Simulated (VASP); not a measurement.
# Co (Fd-3m) in VASP: a series of runs

Runs on Co. Level: RPBE. Tasks: single point.

Everything below comes from runs of VASP 6.6.1. Logs are shortened: lines on timing, memory, paths and dates and some standing lists are left out, and cuts for length are marked.

**1. The cell of the first run**

Symmetry: Fd-3m, No. 227, cubic system. Conventional cell: a = 4.973 Å, b = 4.973 Å, c = 4.973 Å, α = 90.00°, β = 90.00°, γ = 90.00°. Within 2.8 Å of Co (site symmetry -43m) lie 4 Co at 2.15 Å.

**2. Single point, RPBE**

File INCAR:

```
SYSTEM = Co
PREC = Accurate
ENCUT = 520
EDIFF = 1E-6
ISMEAR = -1
SIGMA = 0.1
LREAL = .False.
LASPH = .True.
NELM = 80
ALGO = Normal
ISIF = 2
LWAVE = .False.
LCHARG = .False.
GGA = RP
NBANDS = 16
```

File KPOINTS:

```
regular mesh
0
Gamma
  11 11 11
  0 0 0
```

File POSCAR:

```
Co
1.0
    0.0000000000      2.4863675403      2.4863675403
    2.4863675403      0.0000000000      2.4863675403
    2.4863675403      2.4863675403      0.0000000000
Co
2
Direct
    0.1250000000      0.1250000000      0.1250000000
    0.8750000000      0.8750000000      0.8750000000
```

Potentials or basis: VASP PAW PBE potentials, release 64 (Co).

Run with:

```bash
cat potpaw_PBE.64/Co/POTCAR > POTCAR
mpirun -np 1 vasp_std > vasp.out
```

OUTCAR:

```text
SYSTEM = Co
   PREC = Accurate
   ENCUT = 520
   EDIFF = 1E-6
   ISMEAR = -1
   LREAL = .False.
   LASPH = .True.
   NELM = 80
   ISIF = 2
   GGA = RP

 ion  position               nearest neighbor table
   1  0.125  0.125  0.125-   2 2.15   2 2.15   2 2.15   2 2.15
   2  0.875  0.875  0.875-   1 2.15   1 2.15   1 2.15   1 2.15

  LATTYP: Found a face centered cubic cell.
 ALAT       =     4.9727350806

  Lattice vectors:

 A1 = (   0.0000000000,   2.4863675403,   2.4863675403)
 A2 = (   2.4863675403,   0.0000000000,   2.4863675403)
 A3 = (   2.4863675403,   2.4863675403,   0.0000000000)

Analysis of symmetry for initial positions (statically):
=====================================================================
 Subroutine PRICEL returns:
 Original cell was already a primitive cell.

 Routine SETGRP: Setting up the symmetry group for a
 face centered cubic supercell.

 Subroutine GETGRP returns: Found 48 space group operations
 (whereof 12 operations were pure point group operations)
 out of a pool of 48 trial point group operations.

The static configuration has the point symmetry D_3d.
 The point group associated with its full space group is O_h .

Analysis of symmetry for dynamics (positions and initial velocities):
=====================================================================
 Subroutine PRICEL returns:
 Original cell was already a primitive cell.

 Routine SETGRP: Setting up the symmetry group for a
 face centered cubic supercell.

 Subroutine GETGRP returns: Found 48 space group operations
 (whereof 12 operations were pure point group operations)
 out of a pool of 48 trial point group operations.

The dynamic configuration has the point symmetry D_3d.
 The point group associated with its full space group is O_h .

 Subroutine INISYM returns: Found 48 space group operations
 (whereof 12 operations are pure point group operations),
 and found     1 'primitive' translations

----------------------------------------------------------------------------------------

                                     Primitive cell

  volume of cell :      30.7416

  direct lattice vectors                    reciprocal lattice vectors
     0.000000000  2.486367540  2.486367540    -0.201096576  0.201096576  0.201096576
     2.486367540  0.000000000  2.486367540     0.201096576 -0.201096576  0.201096576
     2.486367540  2.486367540  0.000000000     0.201096576  0.201096576 -0.201096576

  length of vectors
     3.516254697  3.516254697  3.516254697     0.348309488  0.348309488  0.348309488

  position of ions in fractional coordinates (direct lattice)
     0.125000000  0.125000000  0.125000000
     0.875000000  0.875000000  0.875000000

  ion indices of the primitive-cell ions
   primitive index   ion index
                 1           1
                 2           2

----------------------------------------------------------------------------------------

 KPOINTS: regular mesh

Automatic generation of k-mesh.
 Grid dimensions read from file:
 generate k-points for:   11   11   11

 Generating k-lattice:

  Cartesian coordinates                     Fractional coordinates (reciprocal lattice)
    -0.018281507  0.018281507  0.018281507     0.090909091  0.000000000  0.000000000
     0.018281507 -0.018281507  0.018281507     0.000000000  0.090909091  0.000000000
     0.018281507  0.018281507 -0.018281507     0.000000000  0.000000000  0.090909091

  Length of vectors
     0.031664499  0.031664499  0.031664499

  Shift w.r.t. Gamma in fractional coordinates (k-lattice)
     0.000000000  0.000000000  0.000000000

 Subroutine IBZKPT returns following result:
 ===========================================

 Found     56 irreducible k-points:

 Following reciprocal coordinates:
            Coordinates               Weight
  0.000000  0.000000  0.000000      1.000000
  0.090909  0.000000  0.000000      8.000000
  0.181818  0.000000  0.000000      8.000000
  0.272727  0.000000  0.000000      8.000000
  0.363636  0.000000  0.000000      8.000000
  0.454545  0.000000  0.000000      8.000000
[... 16 lines left out ...]
 -0.272727  0.181818  0.000000     24.000000
 -0.181818  0.181818  0.000000     12.000000
 [... further k-points ...]
   k-points           NKPTS =     56   k-points in BZ     NKDIM =     56   number of bands    NBANDS=     16
   number of dos      NEDOS =    301   number of ions     NIONS =      2
   total plane-waves  NPLWV =  21952
   dimension x,y,z NGX =    28 NGY =   28 NGZ =   28
   dimension x,y,z NGXF=    56 NGYF=   56 NGZF=   56
   ions per type =               2
   NGX,Y,Z   is equivalent  to a cutoff of  13.24, 13.24, 13.24 a.u.
   NGXF,Y,Z  is equivalent  to a cutoff of  26.48, 26.48, 26.48 a.u.
 SYSTEM =  Co
   PREC   = accura    normal or accurate (medium, high low for compatibility)
   ISTART =      0    job   : 0-new  1-cont  2-samecut
   ICHARG =      2    charge: 1-file 2-atom 10-const
   ISPIN  =      1    spin polarized calculation?
   LNONCOLLINEAR =      F non collinear calculations
   LSORBIT =      F    spin-orbit coupling
   LASPH  =      T    aspherical Exc in radial PAW
   ENCUT  =  520.0 eV  38.22 Ry    6.18 a.u.   6.54  6.54  6.54*2*pi/ulx,y,z
   NELM   =     80;   NELMIN=  2; NELMDL= -5     # of ELM steps
   EDIFF  = 0.1E-05   stopping-criterion for ELM
   LREAL  =      F    real-space projection
   EDIFFG = 0.1E-04   stopping-criterion for IOM
   NSW    =      0    number of steps for IOM
   IBRION =     -1    ionic relax: 0-MD 1-quasi-New 2-CG
   NFREE  =      0    steps in history (QN), initial steepest desc. (CG)
   ISIF   =      2    stress and relaxation
   ISYM   =      2    0-nonsym 1-usesym 2-fastsym
   POTIM  = 0.5000    time-step for ionic-motion
   TEBEG  =    0.0;   TEEND  =   0.0 temperature during run
   PSTRESS=    0.0 pullay stress
   NELECT =      18.0000    total number of electrons
   NUPDOWN=      -1.0000    fix difference up-down
   EMIN   =  10.00;   EMAX   =-10.00  energy-range for DOS
   EFERMI =   0.00;   METHOD = LEGACY
   ISMEAR =    -1;   SIGMA  =   0.10  broadening in eV -4-tet -1-fermi 0-gaus
   EFERMI_NEDOS =   21; number of points for ismear=-14 and -15
   IALGO  =     38    algorithm
   IMIX   =      4    mixing-type and parameters
     AMIX     =   0.40;   BMIX     =  1.00
     AMIX_MAG =   1.60;   BMIX_MAG =  1.00
  volume/ion in A,a.u.               =      15.37       103.73
  Fermi-wavevector in a.u.,A,eV,Ry     =   1.369589  2.588148 25.521465  1.875775
  Thomas-Fermi vector in A             =   2.495451
   LORBIT       =      0    0 simple, 1 ext, 2 COOP (PROOUT), +10 PAW based schemes
   GGA     = RP    functional components
   LHFCALC =     F    Hartree Fock is set to
   AEXX    =    0.0000 exact exchange contribution
   IVDW    =     0    specifies the selected vdW correction
   LEPSILON=     F    determine dielectric tensor
   LRPA    =     F    only Hartree local field effects (RPA)
 non-spin polarized calculation
  energy-cutoff  :      520.00
  volume of cell :       30.74
 maximum number of plane-waves:       869
 NGX is ok and might be reduce to    28
   NGX = 13   NGY = 13   NGZ = 13

 number of electron      18.0000007 magnetization

 Free energy of the ion-electron system (eV)
  ---------------------------------------------------
  ext. energy  EPLUGINS =         0.00000000
  ---------------------------------------------------
  free energy    TOTEN  =       -10.44259439 eV

  energy without entropy =      -10.29239264  energy(sigma->0) =      -10.36749352

 E-fermi :   6.0947     XC(G=0): -11.0594

 val. band max:        6.0728540363   @ k =  -0.4545   0.2727   0.0909
 cond. band min:       6.1057188576   @ k =   0.4545   0.1818   0.0000
 fundamental gap:      0.0328648213
 Fermi energy:         6.0947442825

 k-point     1 :       0.0000    0.0000    0.0000
  band No.  band energies     occupation
      1      -0.5948      2.00000
      2       3.2282      2.00000
      3       3.2282      2.00000
      4       3.3634      2.00000
      5       3.3634      2.00000
      6       3.3634      2.00000
[... 8 lines left out ...]
     15      19.4065      0.00000
     16      19.4065      0.00000

 k-point     2 :       0.0909    0.0000    0.0000
  band No.  band energies     occupation
      1      -0.4357      2.00000
      2       3.1346      2.00000
      3       3.1346      2.00000
      4       3.3716      2.00000
      5       3.4931      2.00000
      6       3.4931      2.00000
[... 8 lines left out ...]
     15      20.1607      0.00000
     16      20.5073      0.00000

 k-point     3 :       0.1818    0.0000    0.0000
  band No.  band energies     occupation
      1       0.0297      2.00000
      2       3.0599      2.00000
      3       3.0599      2.00000
      4       3.4049      2.00000
      5       3.6461      2.00000
      6       3.6461      2.00000
[... 8 lines left out ...]
     15      19.6539      0.00000
     16      21.3211      0.00000

 k-point     4 :       0.2727    0.0000    0.0000
  band No.  band energies     occupation
      1       0.7575      2.00000
      2       3.0610      2.00000
      3       3.0610      2.00000
      4       3.4746      2.00000
      5       3.6964      2.00000
      6       3.6964      2.00000
[... 8 lines left out ...]
     15      19.1143      0.00000
     16      20.5721      0.00000
[... 324 lines left out ...]
 k-point    22 :      -0.3636    0.1818    0.0000
  band No.  band energies     occupation
      1       2.4217      2.00000
      2       3.0638      2.00000
      3       3.1157      2.00000
      4       3.3081      2.00000
      5       3.6922      2.00000
      6       3.9763      2.00000
[... 8 lines left out ...]
     15      17.5221      0.00000
     16      21.4198      0.00000

 k-point    23 :      -0.2727    0.1818    0.0000
  band No.  band energies     occupation
      1       1.7599      2.00000
      2       2.9412      2.00000
      3       3.2374      2.00000
      4       3.3267      2.00000
      5       3.6119      2.00000
      6       4.0598      2.00000
[... 8 lines left out ...]
     15      18.0643      0.00000
     16      21.2353      0.00000

 k-point    24 :      -0.1818    0.1818    0.0000
  band No.  band energies     occupation
      1       0.9944      2.00000
      2       2.8917      2.00000
      3       3.2421      2.00000
      4       3.3527      2.00000
      5       3.6146      2.00000
      6       3.9896      2.00000
[... 8 lines left out ...]
     15      18.8005      0.00000
     16      21.0444      0.00000

 [... further k-points ...]

------------------------ aborting loop because EDIFF is reached ----------------------------------------

  FORCE on cell =-STRESS in cart. coord.  units (eV):
  Direction    XX          YY          ZZ          XY          YZ          ZX
  --------------------------------------------------------------------------------------
  -------------------------------------------------------------------------------------
  Total       -0.1329700     -0.1329700     -0.1329700      0.0000000     -0.0000000      0.0000000
  in kB       -6.9300810     -6.9300810     -6.9300810      0.0000000     -0.0000000      0.0000000
  external PRESSURE =      -6.9300810 kB  Pullay stress =       0.0000000 kB

 VOLUME and BASIS-vectors are now :
 -----------------------------------------------------------------------------
  energy-cutoff  :      520.00
  volume of cell :       30.74
      direct lattice vectors                 reciprocal lattice vectors
     0.000000000  2.486367540  2.486367540    -0.201096576  0.201096576  0.201096576
     2.486367540  0.000000000  2.486367540     0.201096576 -0.201096576  0.201096576
     2.486367540  2.486367540  0.000000000     0.201096576  0.201096576 -0.201096576

 POSITION                                       TOTAL-FORCE (eV/Angst)
 -----------------------------------------------------------------------------------
      0.62159      0.62159      0.62159         0.000000     -0.000000     -0.000000
      4.35114      4.35114      4.35114        -0.000000      0.000000      0.000000
 -----------------------------------------------------------------------------------
    total drift:                                0.000000      0.000000     -0.000000

  FREE ENERGIE OF THE ION-ELECTRON SYSTEM (eV)
  ---------------------------------------------------
  free  energy   TOTEN  =       -10.4425943896 eV

  energy  without entropy=      -10.2923926450  energy(sigma->0) =      -10.36749352
```

Wall time 59 s (1 thread of AMD EPYC 7R13, shared host); peak memory 0.14 GiB.

Results:

| Item | Value |
| --- | --- |
| Free energy | -10.4426 eV |
| Pressure | -0.7 GPa |
| Band gap on the k mesh | zero (band 9 reaches 6.51 eV, above the bottom of band 10 at 5.85 eV) |

Levels at points of the mesh, in eV from the Fermi level:
```
           k point  band 6  band 7  band 8  band 9  band 10  band 11  band 12  band 13
(0.00, 0.00, 0.00)   -2.73   -0.98   -0.98   -0.98     0.27     0.27    12.98    12.98
```

Caveat: the PAW data sets were made with another functional, which shifts forces and pressure a little; the run has no spin polarisation, though such a crystal can be magnetic.

**3. Single point, RPBE (volume scaled by 0.88)**

Changes to INCAR since step 2:

```diff
@@ -3,3 +3,3 @@
 ENCUT = 520
-EDIFF = 1E-6
+EDIFF = 1E-7
 ISMEAR = -1
@@ -8,3 +8,3 @@
 LASPH = .True.
-NELM = 80
+NELM = 60
 ALGO = Normal
```

File KPOINTS:

```
Automatic mesh
0
Gamma
  12 12 12
  0 0 0
```

File POSCAR:

```
Co
1.0
    0.0000000000      2.3826461609      2.3826461609
    2.3826461609      0.0000000000      2.3826461609
    2.3826461609      2.3826461609      0.0000000000
Co
2
Direct
    0.1250000000      0.1250000000      0.1250000000
    0.8750000000      0.8750000000      0.8750000000
```

Potentials or basis: VASP PAW PBE potentials, release 64 (Co).

Run with:

```bash
cat potpaw_PBE.64/Co/POTCAR > POTCAR
mpirun -np 1 vasp_std > vasp.out
```

It took 80 s on 1 thread of AMD EPYC 7R13, shared host; peak memory 0.14 GiB.

It converged, with:

```yaml
Free_energy: -10.2649 eV
Pressure: 18.3 GPa
Band_gap_on_the_k_mesh: zero (band 9 reaches 8.16 eV, above the bottom of band 10 at 7.31 eV)
```

Levels at points of the mesh, in eV from the Fermi level:
```csv
k point,band 6,band 7,band 8,band 9,band 10,band 11,band 12,band 13
"(0.00, 0.00, 0.00)",-3.20,-1.17,-1.17,-1.17,0.34,0.34,14.24,14.24
"(0.50, 0.00, 0.00)",-3.21,-1.68,-0.65,-0.65,0.11,0.11,1.70,10.53
"(0.50, 0.50, 0.00)",-2.12,-1.51,-1.51,0.30,0.30,2.05,2.05,5.17
```

Caveat: the PAW data sets were made with another functional, which shifts forces and pressure a little; the run has no spin polarisation, though such a crystal can be magnetic. Spin polarisation is off, so any magnetic state and its effect on volume and gap are missing.

**4. Single point, RPBE (volume scaled by 0.96)**

File INCAR:

```
SYSTEM = Co
PREC = Accurate ; ENCUT = 520
EDIFF = 1E-6 ; ISMEAR = -1
SIGMA = 0.1 ; LREAL = .False.
LASPH = .True. ; NELM = 100
ALGO = Normal ; ISIF = 2
LWAVE = .False. ; LCHARG = .True.
GGA = RP ; LELF = .True.
LVHAR = .True. ; NBANDS = 16
```

File KPOINTS:

```
regular mesh
0
Gamma
  12 12 12
  0 0 0
```

File POSCAR:

```
Co
1.0
    0.0000000000      2.4527638596      2.4527638596
    2.4527638596      0.0000000000      2.4527638596
    2.4527638596      2.4527638596      0.0000000000
Co
2
Direct
    0.1250000000      0.1250000000      0.1250000000
    0.8750000000      0.8750000000      0.8750000000
```

Run with:

```bash
cat potpaw_PBE.64/Co/POTCAR > POTCAR
mpirun -np 1 vasp_std > vasp.out
```

Run time: 69 s. Hardware: 1 thread of AMD EPYC 7R13, shared host; peak memory 0.14 GiB.

The run converged. Its results:

| Quantity | Value |
| --- | --- |
| Free energy | -10.4299 eV |
| Pressure | 4.3 GPa |
| Band gap on the k mesh | zero (band 9 reaches 7.03 eV, above the bottom of band 10 at 6.29 eV) |

Levels at points of the mesh, in eV from the Fermi level:
```csv
k point,band 5,band 6,band 7,band 8,band 9,band 10,band 11,band 12,band 13,band 14
"(0.00, 0.00, 0.00)",-2.87,-2.87,-1.04,-1.04,-1.04,0.29,0.29,13.38,13.38,13.38
"(0.50, 0.00, 0.00)",-2.88,-2.88,-1.50,-0.59,-0.59,0.09,0.09,1.51,9.84,9.84
"(0.50, 0.50, 0.00)",-1.99,-1.99,-1.33,-1.33,0.27,0.27,1.89,1.89,4.95,4.95
```

Caveat: the PAW data sets were made with another functional, which shifts forces and pressure a little; the run has no spin polarisation, though such a crystal can be magnetic. Spin polarisation is off, so any magnetic state and its effect on volume and gap are missing.

**5. The runs side by side**

```csv
cell,k mesh,gap on the mesh (eV),pressure (GPa)
"a = 3.516 Å, angles 60.0°, 2 atoms",11 × 11 × 11,none,-0.7
"a = 3.370 Å, angles 60.0°, 2 atoms",12 × 12 × 12,none,18.3
"a = 3.469 Å, angles 60.0°, 2 atoms",12 × 12 × 12,none,4.3
```

Alike in all rows: task single point; level RPBE; potentials or basis VASP PAW PBE potentials, release 64 (Co); no spin polarisation; cutoff (eV) 520; smearing fermi-dirac 0.1 eV.

Caveats: the PAW data sets were made with another functional, which shifts forces and pressure a little; the run has no spin polarisation, though such a crystal can be magnetic.

Absolute energies hang on the potentials; compare differences alone.
